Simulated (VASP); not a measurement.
A run of VASP 6.6.1 is set up as follows.

The input INCAR:

```
ALGO     = Normal         # electronic algorithm
EDIFF    = 1E-6           # SCF threshold, eV
ENCUT    = 520            # plane-wave cutoff, eV
GGA      = PS             # functional
ISIF     = 2              # what is computed and relaxed
ISMEAR   = -1             # smearing method
LASPH    = T              # aspherical terms in the spheres
LCHARG   = F              # write CHGCAR
LREAL    = F              # projectors in reciprocal space
LWAVE    = F              # write WAVECAR
NBANDS   = 11             # bands
NELM     = 100            # most SCF steps
PREC     = Accurate       # precision mode
SIGMA    = 0.02           # smearing width, eV
```

KPOINTS

```
k-points
0
Gamma
  8 8 8
```

POSCAR

```
Si
1.0
    0.0000000000      2.7168330641      2.7168330641
    2.7168330641      0.0000000000      2.7168330641
    2.7168330641      2.7168330641      0.0000000000
Si
2
Direct
    0.7500000000      0.7500000000      0.7500000000
    0.5000000000      0.5000000000      0.5000000000
```

Potentials or basis: VASP PAW PBE potentials, release 64 (Si).

The run is started by

```sh
$ cat potpaw_PBE.64/Si/POTCAR > POTCAR
$ mpirun -np 1 vasp_std > vasp.out
```

(1) Estimate the band gap on the k mesh.

(2) Estimate the pressure.

## Answers

(1) 0.51 eV (least direct gap 2.52 eV).

(2) 0.1 GPa.

Caveat: the PAW data sets were made with another functional, which shifts forces and pressure a little.
